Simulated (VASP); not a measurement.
# Al4Cu (F-43m) in VASP: notebook

The runs below take Al4Cu through relaxation of cell and atoms, single point, with PBE.

All numbers are computed with VASP 6.6.1; they aren't measurements. Logs are shortened: lines on timing, memory, paths and dates and some standing lists are left out, and cuts for length are marked.

**1. The cell of the first run**

Symmetry: F-43m, No. 216, cubic system. The conventional cell has a = 8.336 Å, b = 8.336 Å, c = 8.336 Å, α = 90.00°, β = 90.00°, γ = 90.00°. Within 2.4 Å of Al (site symmetry 3m) lie 3 Al at 1.83 Å. Within 5.0 Å of Cu (site symmetry -43m) lie 24 Al at 3.64 to 4.90 Å.

The cell was generated, and may not be a known phase.

**2. Relaxation of cell and atoms, PBE**

INCAR reads:

```
  PREC = Accurate
  ENCUT = 600
  EDIFF = 1E-6
  ISMEAR = 0
  SIGMA = 0.1
  LREAL = False
  LASPH = True
  NELM = 100
  ALGO = Normal
  ISIF = 3
  LWAVE = False
  LCHARG = False
  GGA = PE
  IBRION = 2
  NSW = 90
  EDIFFG = -0.04
```

KPOINTS reads:

```
Automatic mesh
0
Gamma
  4 4 4
```

POSCAR reads:

```
Al4Cu
1.0
    0.0000000000      4.1679854900      4.1679854900
    4.1679854900      0.0000000000      4.1679854900
    4.1679854900      4.1679854900      0.0000000000
Al Cu
4 1
Direct
    0.6724448000      0.6724448000      0.6724448000
    0.6724448000      0.6724448000      0.9826656000
    0.6724448000      0.9826656000      0.6724448000
    0.9826656000      0.6724448000      0.6724448000
    0.2500000000      0.2500000000      0.2500000000
```

Potentials or basis: VASP PAW PBE potentials, release 64 (Al, Cu).

The run is started by

```bash
cat potpaw_PBE.64/Al/POTCAR potpaw_PBE.64/Cu/POTCAR > POTCAR
mpirun -np 1 vasp_std > vasp.out
```

OUTCAR:

```text
PREC = Accurate
   ENCUT = 600
   EDIFF = 1E-6
   ISMEAR = 0
   LREAL = False
   LASPH = True
   NELM = 100
   ISIF = 3
   GGA = PE
   IBRION = 2
   NSW = 90
   EDIFFG = -0.04

 ion  position               nearest neighbor table
   1  0.672  0.672  0.672-   2 1.83   3 1.83   4 1.83
   2  0.672  0.672  0.983-   1 1.83   3 1.83   4 1.83
   3  0.672  0.983  0.672-   1 1.83   2 1.83   4 1.83
   4  0.983  0.672  0.672-   1 1.83   2 1.83   3 1.83
   5  0.250  0.250  0.250-

  LATTYP: Found a face centered cubic cell.
 ALAT       =     8.3359709800

  Lattice vectors:

 A1 = (   0.0000000000,   4.1679854900,   4.1679854900)
 A2 = (   4.1679854900,   0.0000000000,   4.1679854900)
 A3 = (   4.1679854900,   4.1679854900,   0.0000000000)

Analysis of symmetry for initial positions (statically):
=====================================================================
 Subroutine PRICEL returns:
 Original cell was already a primitive cell.

 Routine SETGRP: Setting up the symmetry group for a
 face centered cubic supercell.

 Subroutine GETGRP returns: Found 24 space group operations
 (whereof 24 operations were pure point group operations)
 out of a pool of 48 trial point group operations.

The static configuration has the point symmetry T_d .

Analysis of symmetry for dynamics (positions and initial velocities):
=====================================================================
 Subroutine PRICEL returns:
 Original cell was already a primitive cell.

 Routine SETGRP: Setting up the symmetry group for a
 face centered cubic supercell.

 Subroutine GETGRP returns: Found 24 space group operations
 (whereof 24 operations were pure point group operations)
 out of a pool of 48 trial point group operations.

The dynamic configuration has the point symmetry T_d .

 Subroutine INISYM returns: Found 24 space group operations
 (whereof 24 operations are pure point group operations),
 and found     1 'primitive' translations

----------------------------------------------------------------------------------------

                                     Primitive cell

  volume of cell :     144.8133

  direct lattice vectors                    reciprocal lattice vectors
     0.000000000  4.167985490  4.167985490    -0.119962030  0.119962030  0.119962030
     4.167985490  0.000000000  4.167985490     0.119962030 -0.119962030  0.119962030
     4.167985490  4.167985490  0.000000000     0.119962030  0.119962030 -0.119962030

  length of vectors
     5.894421608  5.894421608  5.894421608     0.207780331  0.207780331  0.207780331

  position of ions in fractional coordinates (direct lattice)
     0.672444800  0.672444800  0.672444800
     0.672444800  0.672444800  0.982665600
     0.672444800  0.982665600  0.672444800
     0.982665600  0.672444800  0.672444800
     0.250000000  0.250000000  0.250000000

  ion indices of the primitive-cell ions
   primitive index   ion index
                 1           1
                 2           2
                 3           3
                 4           4
                 5           5

----------------------------------------------------------------------------------------

 KPOINTS: Automatic mesh

Automatic generation of k-mesh.
 Grid dimensions read from file:
 generate k-points for:    4    4    4

 Generating k-lattice:

  Cartesian coordinates                     Fractional coordinates (reciprocal lattice)
    -0.029990507  0.029990507  0.029990507     0.250000000  0.000000000  0.000000000
     0.029990507 -0.029990507  0.029990507     0.000000000  0.250000000  0.000000000
     0.029990507  0.029990507 -0.029990507     0.000000000  0.000000000  0.250000000

  Length of vectors
     0.051945083  0.051945083  0.051945083

  Shift w.r.t. Gamma in fractional coordinates (k-lattice)
     0.000000000  0.000000000  0.000000000

 Subroutine IBZKPT returns following result:
 ===========================================

 Found      8 irreducible k-points:

 Following reciprocal coordinates:
            Coordinates               Weight
  0.000000  0.000000  0.000000      1.000000
  0.250000  0.000000  0.000000      8.000000
  0.500000  0.000000  0.000000      4.000000
  0.250000  0.250000  0.000000      6.000000
  0.500000  0.250000  0.000000     24.000000
 -0.250000  0.250000  0.000000     12.000000
  0.500000  0.500000  0.000000      3.000000
 -0.250000  0.500000  0.250000      6.000000
   k-points           NKPTS =      8   k-points in BZ     NKDIM =      8   number of bands    NBANDS=     15
   number of dos      NEDOS =    301   number of ions     NIONS =      5
   total plane-waves  NPLWV = 110592
   dimension x,y,z NGX =    48 NGY =   48 NGZ =   48
   dimension x,y,z NGXF=    96 NGYF=   96 NGZF=   96
   ions per type =               4   1
   NGX,Y,Z   is equivalent  to a cutoff of  13.54, 13.54, 13.54 a.u.
   NGXF,Y,Z  is equivalent  to a cutoff of  27.08, 27.08, 27.08 a.u.
 SYSTEM =  unknown system
[... 68 lines left out ...]
  external PRESSURE =     432.0394806 kB  Pullay stress =       0.0000000 kB
[... 98 lines left out ...]
  FREE ENERGIE OF THE ION-ELECTRON SYSTEM (eV)
  ---------------------------------------------------
  free  energy   TOTEN  =        -7.6436786688 eV

  energy  without entropy=       -7.5899705593  energy(sigma->0) =       -7.61682461

 E-fermi :  -0.5226     XC(G=0):  -5.6296

 val. band max:       -0.5398817293   @ k =   0.5000   0.0000   0.0000
 cond. band min:      -0.4766916454   @ k =   0.5000   0.2500   0.0000
 fundamental gap:      0.0631900839
 Fermi energy:        -0.5226087254

 k-point     1 :       0.0000    0.0000    0.0000
  band No.  band energies     occupation
      1      -7.9730      2.00000
      2      -3.8921      2.00000
      3      -3.8921      2.00000
      4      -3.8921      2.00000
      5      -2.2695      2.00000
      6      -1.6201      2.00000
      7      -1.6201      2.00000
      8      -1.5916      2.00000
      9      -1.5915      2.00000
     10      -1.5915      2.00000
     11      -0.7674      1.99946
     12      -0.7674      1.99946
     13      -0.7674      1.99946
     14      -0.5406      1.20086
     15       0.0829      0.00000
[... 109 lines left out ...]
 k-point     8 :      -0.2500    0.5000    0.2500
  band No.  band energies     occupation
      1      -7.8848      2.00000
      2      -4.4097      2.00000
      3      -4.1534      2.00000
      4      -4.0588      2.00000
      5      -1.6307      2.00000
      6      -1.6145      2.00000
      7      -1.6133      2.00000
      8      -1.5947      2.00000
      9      -1.5849      2.00000
     10      -1.3078      2.00000
     11      -0.8645      2.00000
     12      -0.8338      1.99999
     13      -0.2126      0.00001
     14       0.1299      0.00000
     15       0.3024      0.00000

 E-fermi :   2.4336     XC(G=0):  -8.0000

 val. band max:        2.3735737675   @ k =   0.2500   0.0000   0.0000
 cond. band min:       2.4393334154   @ k =  -0.2500   0.2500   0.0000
 fundamental gap:      0.0657596478
 Fermi energy:         2.4335727895

 k-point     1 :       0.0000    0.0000    0.0000
  band No.  band energies     occupation
      1      -5.6894      2.00000
      2      -0.8877      2.00000
      3       0.2786      2.00000
      4       0.2786      2.00000
      5       0.2786      2.00000
      6       0.6201      2.00000
      7       0.6201      2.00000
      8       0.6201      2.00000
      9       0.6629      2.00000
     10       0.6629      2.00000
     11       2.1141      1.99999
     12       2.1141      1.99999
     13       2.1141      1.99999
     14       2.7655      0.00000
     15       3.7355      0.00000
[... 109 lines left out ...]
 k-point     8 :      -0.2500    0.5000    0.2500
  band No.  band energies     occupation
      1      -4.7768      2.00000
      2      -2.9851      2.00000
      3      -1.4500      2.00000
      4      -1.1396      2.00000
      5       0.6466      2.00000
      6       0.7478      2.00000
      7       0.7747      2.00000
      8       0.7857      2.00000
      9       0.8042      2.00000
     10       1.8254      2.00000
     11       1.8916      2.00000
     12       1.9917      2.00000
     13       3.4635      0.00000
     14       4.8745      0.00000
     15       5.1589      0.00000

[... ionic steps 4 to 17 ...]

--------------------------------------- Ionic step       18  -------------------------------------------

 number of electron      23.0000000 magnetization

------------------------ aborting loop because EDIFF is reached ----------------------------------------

  FORCE on cell =-STRESS in cart. coord.  units (eV):
  Direction    XX          YY          ZZ          XY          YZ          ZX
  --------------------------------------------------------------------------------------
  -------------------------------------------------------------------------------------
  Total        1.7031292      1.7031292      1.7031292      0.0000000      0.0000000     -0.0000000
  in kB       28.0366827     28.0366827     28.0366827      0.0000000      0.0000000     -0.0000000
  external PRESSURE =      28.0366827 kB  Pullay stress =       0.0000000 kB
[... 63 lines left out ...]
  energy  without entropy=      -16.4053532756  energy(sigma->0) =      -16.41285048

--------------------------------------- Ionic step       20  -------------------------------------------

 number of electron      23.0000006 magnetization

 Free energy of the ion-electron system (eV)
  ---------------------------------------------------
  ext. energy  EPLUGINS =         0.00000000
  ---------------------------------------------------
  free energy    TOTEN  =       -16.42139584 eV

  energy without entropy =      -16.40625819  energy(sigma->0) =      -16.41382701

 E-fermi :   5.1348     XC(G=0):  -9.2741

 val. band max:        5.0926501743   @ k =  -0.2500   0.2500   0.0000
 cond. band min:       5.1735900043   @ k =   0.2500   0.0000   0.0000
 fundamental gap:      0.0809398299
 Fermi energy:         5.1348370705

 k-point     1 :       0.0000    0.0000    0.0000
  band No.  band energies     occupation
      1      -4.6868      2.00000
      2       0.8237      2.00000
      3       2.0383      2.00000
      4       2.0383      2.00000
      5       2.0383      2.00000
      6       2.3183      2.00000
      7       2.3183      2.00000
      8       3.4322      2.00000
      9       3.4322      2.00000
     10       3.4322      2.00000
     11       4.2928      2.00000
     12       4.2928      2.00000
     13       4.2928      2.00000
     14       4.7001      2.00000
     15       6.6060      0.00000
[... 156 lines left out ...]
  FREE ENERGIE OF THE ION-ELECTRON SYSTEM (eV)
  ---------------------------------------------------
  free  energy   TOTEN  =       -16.4213958357 eV

  energy  without entropy=      -16.4062581897  energy(sigma->0) =      -16.41382701

 reached required accuracy - stopping structural energy minimisation
```

It took 23 min on 1 thread of Intel Xeon 8259CL, shared host; peak memory 0.35 GiB.

What came out:

```
Free energy                           : -16.4214 eV
Relaxed volume                        : 20.34 Å³/atom
Relaxed cell                          : a = 5.240 Å, b = 5.240 Å, c = 5.240 Å, α = 60.00°, β = 60.00°, γ = 60.00°
Space group after relaxing (to 0.1 Å) : F-43m (No. 216)
Energy gained by relaxing             : 4644.5 meV/atom
Ionic steps                           : 20
Pressure after relaxing               : 0.2 GPa
Largest force after relaxing          : 0.024 eV/Å
Band gap on the k mesh                : zero (an odd number of electrons rules out a gap without spin polarisation)
```

Forces in eV/Å, atoms in the order of the input:
```
Al  -0.014 -0.014 -0.014
Al   0.014  0.014 -0.014
Al   0.014 -0.014  0.014
Al  -0.014  0.014  0.014
Cu   0.000  0.000  0.000
```

The path:
| step | energy change (eV) | largest force (eV/Å) | pressure (GPa) | volume (Å³) |
| --- | --- | --- | --- | --- |
| 1 | 0.0000 | 30.7717 | 43.20 | 144.81 |
| 2 | -12.2572 | 6.2819 | 3.91 | 377.92 |
| 3 | -14.4445 | 2.7869 | 1.29 | 346.01 |
| 4 | -15.0504 | 1.8043 | 0.17 | 331.61 |
| 5 | -16.2106 | 0.3071 | -2.58 | 288.31 |
| 6 | -18.4887 | 0.0391 | -6.62 | 208.40 |
| 7 | -19.8475 | 0.6242 | -7.16 | 174.68 |
| 8 | -19.7153 | 2.4988 | -3.96 | 159.28 |
| 9 | -19.9430 | 1.0185 | -6.61 | 169.49 |
| 10 | -19.9482 | 1.2797 | -6.14 | 167.02 |
| 11 | -19.9495 | 1.2261 | -6.20 | 167.49 |
| 12 | -21.1999 | 1.4923 | -6.48 | 143.81 |
| 13 | -22.6735 | 0.0604 | 13.20 | 86.35 |
| 14 | -22.8051 | 1.7921 | -2.79 | 110.95 |
| 15 | -23.0746 | 1.4471 | 1.35 | 100.75 |
| 16 | -23.0876 | 1.2422 | 3.06 | 97.34 |
| 17 | -22.9757 | 1.7852 | 3.40 | 97.31 |
| 18 | -23.1853 | 0.0010 | 2.80 | 97.33 |
| 19 | -23.2212 | 0.0279 | -0.45 | 102.54 |
| 20 | -23.2223 | 0.0244 | 0.23 | 101.72 |

Final structure:
```
CELL_PARAMETERS angstrom
0.00000 3.70506 3.70506
3.70506 0.00000 3.70506
3.70506 3.70506 0.00000
ATOMIC_POSITIONS crystal
Al 0.62566 0.62566 0.62566
Al 0.62566 0.62566 0.12301
Al 0.62566 0.12301 0.62566
Al 0.12301 0.62566 0.62566
Cu 0.25000 0.25000 0.25000
```

Caveat: the volume moved by over 15 % at a fixed basis, so the end points are rough.

**3. Single point, PBE**

This run uses another cell than the first one, of 20.35 Å³/atom.

INCAR reads:

```
ALGO     = Normal         # electronic algorithm
EDIFF    = 1E-6           # SCF threshold, eV
ENCUT    = 520            # plane-wave cutoff, eV
GGA      = PE             # functional
ISIF     = 2              # what is computed and relaxed
ISMEAR   = 0              # smearing method
LASPH    = True           # aspherical terms in the spheres
LCHARG   = False          # write CHGCAR
LREAL    = False          # projectors in reciprocal space
LWAVE    = False          # write WAVECAR
NBANDS   = 20             # bands
NELM     = 60             # most SCF steps
PREC     = Accurate       # precision mode
SIGMA    = 0.1            # smearing width, eV
```

KPOINTS reads:

```
k-points
0
Gamma
  10 10 10
```

POSCAR reads:

```
Al4Cu
1.0
    0.0000000000      3.7056791872      3.7056791872
    3.7056791872      0.0000000000      3.7056791872
    3.7056791872      3.7056791872      0.0000000000
Al Cu
4 1
Direct
    0.3746760204      0.8759719389      0.3746760204
    0.3746760204      0.3746760204      0.3746760204
    0.8759719389      0.3746760204      0.3746760204
    0.3746760204      0.3746760204      0.8759719389
    0.7500000000      0.7500000000      0.7500000000
```

Potentials or basis: VASP PAW PBE potentials, release 64 (Al, Cu).

The run is started by

```bash
cat potpaw_PBE.64/Al/POTCAR potpaw_PBE.64/Cu/POTCAR > POTCAR
mpirun -np 1 vasp_std > vasp.out
```

It took 3.1 min on 1 thread of Intel Xeon 8259CL, shared host; peak memory 0.29 GiB.

Results (log left out):

* Free energy: -16.5334 eV
* Pressure: 0.0 GPa
* Band gap on the k mesh: zero (an odd number of electrons rules out a gap without spin polarisation)

Levels at points of the mesh, in eV from the Fermi level:
```tsv
k point	band 9	band 10	band 11	band 12	band 13	band 14	band 15	band 16
(0.00, 0.00, 0.00)	-1.75	-1.75	-0.91	-0.91	-0.91	-0.51	1.42	1.42
(0.50, 0.00, 0.00)	-1.89	-1.89	-1.11	-1.11	0.73	2.18	2.82	2.82
(0.50, 0.50, 0.00)	-2.64	-2.59	-1.87	2.54	2.54	2.73	3.42	3.47
```

**4. Relaxation of cell and atoms, PBE**

This run uses another cell than the first one, of 20.36 Å³/atom.

INCAR reads:

```
SYSTEM = Al4Cu
  PREC = Accurate
  ENCUT = 600
  EDIFF = 1E-6
  ISMEAR = 0
  SIGMA = 0.1
  LREAL = .FALSE.
  LASPH = .TRUE.
  NELM = 60
  ALGO = Normal
  ISIF = 3
  LWAVE = .FALSE.
  LCHARG = .FALSE.
  GGA = PE
  IBRION = 2
  NSW = 100
  EDIFFG = -0.01
```

KPOINTS reads:

```
regular mesh
0
G
  10 10 10
  0 0 0
```

POSCAR reads:

```
Al4Cu
1.0
    0.0000000000      3.7058307940      3.7058307940
    3.7058307940      0.0000000000      3.7058307940
    3.7058307940      3.7058307940      0.0000000000
Al Cu
4 1
Direct
    0.3744108728      0.8767673817      0.3744108728
    0.3744108728      0.3744108728      0.3744108728
    0.8767673817      0.3744108728      0.3744108728
    0.3744108728      0.3744108728      0.8767673817
    0.7500000000      0.7500000000      0.7500000000
```

The run is started by

```bash
cat potpaw_PBE.64/Al/POTCAR potpaw_PBE.64/Cu/POTCAR > POTCAR
mpirun -np 1 vasp_std > vasp.out
```

It took 5.6 min on 1 thread of Intel Xeon 8259CL, shared host; peak memory 0.32 GiB.

The run converged. Its results:

| Quantity | Value |
| --- | --- |
| Free energy | -16.5337 eV |
| Relaxed volume | 20.38 Å³/atom |
| Relaxed cell | a = 5.243 Å, b = 5.243 Å, c = 5.243 Å, α = 60.00°, β = 60.00°, γ = 60.00° |
| Space group after relaxing (to 0.1 Å) | F-43m (No. 216) |
| Energy gained by relaxing | 0.1 meV/atom |
| Ionic steps | 3 |
| Pressure after relaxing | 0.0 GPa |
| Band gap on the k mesh | zero (an odd number of electrons rules out a gap without spin polarisation) |

Forces on the atoms (eV/Å):
```
Al  -0.001  0.001 -0.001
Al   0.001  0.001  0.001
Al   0.001 -0.001 -0.001
Al  -0.001 -0.001  0.001
Cu   0.000  0.000  0.000
```

The path:
| step | energy change (eV) | largest force (eV/Å) | pressure (GPa) | volume (Å³) |
| --- | --- | --- | --- | --- |
| 1 | 0.0000 | 0.0915 | 0.09 | 101.79 |
| 2 | -0.0006 | 0.0246 | -0.04 | 101.95 |
| 3 | -0.0006 | 0.0021 | 0.00 | 101.91 |

Final structure:
```
CELL_PARAMETERS angstrom
0.00000 3.70735 3.70735
3.70735 0.00000 3.70735
3.70735 3.70735 0.00000
ATOMIC_POSITIONS crystal
Al 0.37468 0.87597 0.37468
Al 0.37468 0.37468 0.37468
Al 0.87597 0.37468 0.37468
Al 0.37468 0.37468 0.87597
Cu 0.75000 0.75000 0.75000
```

Levels at points of the mesh, in eV from the Fermi level:
```tsv
k point	band 10	band 11	band 12	band 13	band 14	band 15
(0.00, 0.00, 0.00)	-1.75	-0.91	-0.91	-0.91	-0.51	1.41
(0.50, 0.00, 0.00)	-1.89	-1.11	-1.11	0.73	2.18	2.81
(0.50, 0.50, 0.00)	-2.59	-1.86	2.53	2.53	2.73	3.41
```

**5. Summary**

| task | cell | k mesh | cutoff (eV) | gap on the mesh (eV) | pressure (GPa) | relaxed volume (Å³/atom) |
| --- | --- | --- | --- | --- | --- | --- |
| relaxation of cell and atoms | relaxed from a = 5.894 Å, angles 60.0°, 5 atoms, atomic positions A | 4 × 4 × 4 | 600 | none | 0.2 | 20.34 |
| single point | a = 5.241 Å, angles 60.0°, 5 atoms, atomic positions B | 10 × 10 × 10 | 520 | none | 0.0 | - |
| relaxation of cell and atoms | relaxed from a = 5.241 Å, angles 60.0°, 5 atoms, atomic positions C | 10 × 10 × 10 | 600 | none | 0.0 | 20.38 |

Alike in all rows: level PBE; potentials or basis VASP PAW PBE potentials, release 64 (Al, Cu); no spin polarisation; smearing gaussian 0.1 eV.

Caveats: the volume moved by over 15 % at a fixed basis, so the end points are rough (at least some runs).

Total energies depend on the potentials used, so only differences within one code and one set of settings carry meaning.

The gap in the log of VASP goes by the Fermi energy; the results here count the filled bands.